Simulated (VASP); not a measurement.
Wanted: the native input for a VASP 6.6.1 run.

| Quantity | Value |
| --- | --- |
| Task | single point |
| Functional | PBE |
| Potentials or basis | VASP PAW PBE potentials, release 64 (Ir_sv_GW) |
| Cutoff | 420 eV |
| k mesh | 1 × 1 × 14 |
| Occupations | gaussian, width 0.05 eV |
| Spin | no spin polarisation |
| Dipole correction | no |
| Further INCAR settings | ALGO = Normal; EDIFF = 1e-06; NBANDS = 42 |

The structure of Ir lies in POSCAR:

```
Ir
1.0
   10.9000000000      0.0000000000      0.0000000000
    0.0000000000     11.2000000000      0.0000000000
    0.0000000000      0.0000000000      3.7889418040
Ir
4
Direct
    0.5792063206      0.5770858563      0.0000000000
    0.5792063206      0.4229141437      0.5000000000
    0.4207936794      0.5770858563      0.5000000000
    0.4207936794      0.4229141437      0.0000000000
```

These files were run (other wordings do the same):

INCAR

```
PREC = Accurate ; ENCUT = 420
EDIFF = 1E-6 ; ISMEAR = 0
SIGMA = 0.05 ; LREAL = F
LASPH = T ; NELM = 120
ALGO = Normal ; ISIF = 2
LWAVE = F ; LCHARG = F
GGA = PE ; NBANDS = 42
GGA_COMPAT = F
```

KPOINTS

```
Automatic mesh
0
Gamma
  1 1 14
```

Potentials or basis: VASP PAW PBE potentials, release 64 (Ir_sv_GW).

Launch:

```bash
$ cat potpaw_PBE.64/Ir_sv_GW/POTCAR > POTCAR
$ mpirun -np 1 vasp_std > vasp.out
```

It gave:

```json
{
 "Largest force": "0.041 eV/Å",
 "Band gap on the k mesh": "zero (bands 34 and 35 overlap by 0.22 eV)"
}
```

Caveat: spin-orbit coupling is left out, which moves the levels of the heavy elements.

It took 2.2 min on 1 thread of Intel(R) Xeon(R) Platinum 8488C (Sapphire Rapids) (shared host), peak memory 0.43 GiB.
